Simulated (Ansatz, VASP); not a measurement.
## Two plane-wave programs on Sn

File INCAR:

```
PREC = Accurate
ENCUT = 520
EDIFF = 1E-7
ISMEAR = 1
SIGMA = 0.03
LREAL = F
LASPH = T
NELM = 100
ALGO = Normal
ISIF = 2
LWAVE = F
LCHARG = F
NBANDS = 21
```

The input KPOINTS:

```
Automatic mesh
0
Gamma
  9 9 9
```

Contents of POSCAR:

```
Sn
1.0
    0.0000000000      3.2380799619      3.2380799619
    3.2380799619      0.0000000000      3.2380799619
    3.2380799619      3.2380799619      0.0000000000
Sn
2
Direct
    0.5000000000      0.5000000000      0.5000000000
    0.7500000000      0.7500000000      0.7500000000
```

Input for Ansatz:

```yaml
crystal:
  lattice:
    - [0.0, 3.2380799619, 3.2380799619]
    - [3.2380799619, 0.0, 3.2380799619]
    - [3.2380799619, 3.2380799619, 0.0]
  atoms:
    - { symbol: Sn, position: [0.5, 0.5, 0.5] }
    - { symbol: Sn, position: [0.75, 0.75, 0.75] }
hamiltonian:
  xc: lda
  pseudopotentials:
    kind: paw
    azcp:
      Sn: "pseudopotentials/Sn.paw.azcp"
basis:
  ecutwfc: 420
  fft_grid_basis: typed
kpoints:
  mp_grid: { grid: [9, 9, 9], shift: [0, 0, 0] }
magnetization:
  spin_polarized: false
scf:
  occupations: { method: cold, width: 0.03 }
  lower_state_search: "off"
output:
  stress: true
```

Alike in both runs: task single point; functional LDA; k mesh 9 × 9 × 9; no spin polarisation.

|  | VASP | Ansatz |
| --- | --- | --- |
| version | VASP 6.6.1 | Ansatz 0.2.0 |
| potentials or method | VASP PAW LDA potentials, release 64 (Sn_d), cutoff 520 eV | plane waves (420 eV) with PAW, scalar-relativistic |
| occupations | methfessel-paxton of order 1, width 0.03 eV | cold, width 0.03 eV |
| valence electrons in the cell | 28 | 28 |

```tsv
	VASP	Ansatz	Ansatz less VASP
pressure (GPa)	-0.1	-0.1	-0.02
```

Ansatz warns that its potentials were made for another functional, while VASP's fit it. LDA's correlation is that of Perdew and Zunger in VASP and of Perdew and Wang (1992) in Ansatz.
